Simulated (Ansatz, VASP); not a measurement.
Ga2O3 in VASP and in Ansatz

File INCAR:

```
PREC     = Accurate       # precision mode
ENCUT    = 600            # plane-wave cutoff, eV
EDIFF    = 1E-6           # SCF threshold, eV
ISMEAR   = -1             # smearing method
SIGMA    = 0.01           # smearing width, eV
LREAL    = F              # projectors in reciprocal space
LASPH    = T              # aspherical terms in the spheres
NELM     = 120            # most SCF steps
ALGO     = Normal         # electronic algorithm
ISIF     = 2              # what is computed and relaxed
LWAVE    = F              # write WAVECAR
LCHARG   = T              # write CHGCAR
GGA      = PE             # functional
LELF     = T              # ELF
LVHAR    = T            
NBANDS   = 55             # bands
GGA_COMPAT= F
```

File KPOINTS:

```
Automatic mesh
0
Gamma
  4 4 4
```

The input POSCAR:

```
Ga2O3
1.0
    2.5289754451      1.4601046709      4.5413080054
   -2.5289754451      1.4601046709      4.5413080054
    0.0000000000     -2.9202092911      4.5413080216
Ga O
4 6
Direct
    0.8556819677      0.8556819677      0.8556819684
    0.6443180316      0.6443180316      0.6443180321
    0.1443180318      0.1443180318      0.1443180320
    0.3556819679      0.3556819679      0.3556819682
    0.7499999998      0.4463101678      0.0536898323
    0.4463101677      0.0536898319      0.7500000001
    0.0536898320      0.7499999997      0.4463101681
    0.2499999998      0.5536898318      0.9463101681
    0.9463101676      0.2499999998      0.5536898323
    0.5536898318      0.9463101676      0.2500000003
```

Input for Ansatz:

```yaml
crystal:
  lattice:
    - [2.5289754451, 1.4601046709, 4.5413080054]
    - [-2.5289754451, 1.4601046709, 4.5413080054]
    - [0.0, -2.9202092911, 4.5413080216]
  atoms:
    - { symbol: Ga, position: [0.8556819677, 0.8556819677, 0.8556819684] }
    - { symbol: Ga, position: [0.6443180316, 0.6443180316, 0.6443180321] }
    - { symbol: Ga, position: [0.1443180318, 0.1443180318, 0.144318032] }
    - { symbol: Ga, position: [0.3556819679, 0.3556819679, 0.3556819682] }
    - { symbol: O, position: [0.7499999998, 0.4463101678, 0.0536898323] }
    - { symbol: O, position: [0.4463101677, 0.0536898319, 0.7500000001] }
    - { symbol: O, position: [0.053689832, 0.7499999997, 0.4463101681] }
    - { symbol: O, position: [0.2499999998, 0.5536898318, 0.9463101681] }
    - { symbol: O, position: [0.9463101676, 0.2499999998, 0.5536898323] }
    - { symbol: O, position: [0.5536898318, 0.9463101676, 0.2500000003] }
basis:
  ecutwfc: 420.0
  ecutrho_ratio: 4
  xc_grid: 2
  precision: f64
hamiltonian:
  pseudopotentials: { kind: paw, azcp: { folder: soft_1 } }
  xc: pbe
scf:
  max_iter: 60
  occupations: { method: fermi_dirac, width: 0.01 }
kpoints:
  mp_grid: { grid: [4, 4, 4] }
  band_path: { path: [VBM, CBM], npoints: 1 }
checkpoint:
  write: "../edges0.hse06.run"
  compress: false
  write_wavefunctions: true
  write_every: 100000
```

Alike in both runs: task single point; functional PBE; k mesh 4 × 4 × 4; occupations fermi-dirac, width 0.01 eV; no spin polarisation.

|  | VASP | Ansatz |
| --- | --- | --- |
| version | VASP 6.6.1 | Ansatz 0.2.0 |
| potentials or method | VASP PAW PBE potentials, release 64 (Ga_d, O), cutoff 600 eV | plane-wave PAW DFT |
| valence electrons in the cell | 88 | 88 |

VASP gave:

* gap on the k mesh at the Fermi level (eV): 2.43

**Question.** Estimate Ansatz's values.

**Answer.** gap on the k mesh at the Fermi level (eV): 2.44.
